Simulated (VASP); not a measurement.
A run of VASP 6.6.1 is set up as follows.

The input INCAR:

```
PREC     = Accurate       # precision mode
ENCUT    = 520            # plane-wave cutoff, eV
EDIFF    = 1E-6           # SCF threshold, eV
ISMEAR   = 0              # smearing method
SIGMA    = 0.2            # smearing width, eV
LREAL    = False          # projectors in reciprocal space
LASPH    = True           # aspherical terms in the spheres
NELM     = 100            # most SCF steps
ALGO     = Normal         # electronic algorithm
ISIF     = 2              # what is computed and relaxed
LWAVE    = False          # write WAVECAR
LCHARG   = True           # write CHGCAR
GGA      = PE             # functional
LELF     = True           # ELF
LVHAR    = True         
NBANDS   = 19             # bands
```

Contents of KPOINTS:

```
regular mesh
0
Gamma
  13 13 7
```

File POSCAR:

```
Ti
1.0
    2.9384094506      0.0000000000      0.0000000000
   -1.4692047253      2.5447372309      0.0000000000
    0.0000000000      0.0000000000      4.6529805423
Ti
2
Direct
    0.3333333333      0.6666666667      0.2500000000
    0.6666666667      0.3333333333      0.7500000000
```

Potentials or basis: VASP PAW PBE potentials, release 64 (Ti_sv).

Run with:

```console
$ cat potpaw_PBE.64/Ti_sv/POTCAR > POTCAR
$ mpirun -np 1 vasp_std > vasp.out
```

Q: Predict the band gap on the k mesh.

A: Zero (band 12 reaches 9.09 eV, above the bottom of band 13 at 7.99 eV).

Q: What does it give for the pressure?

A: -0.2 GPa.
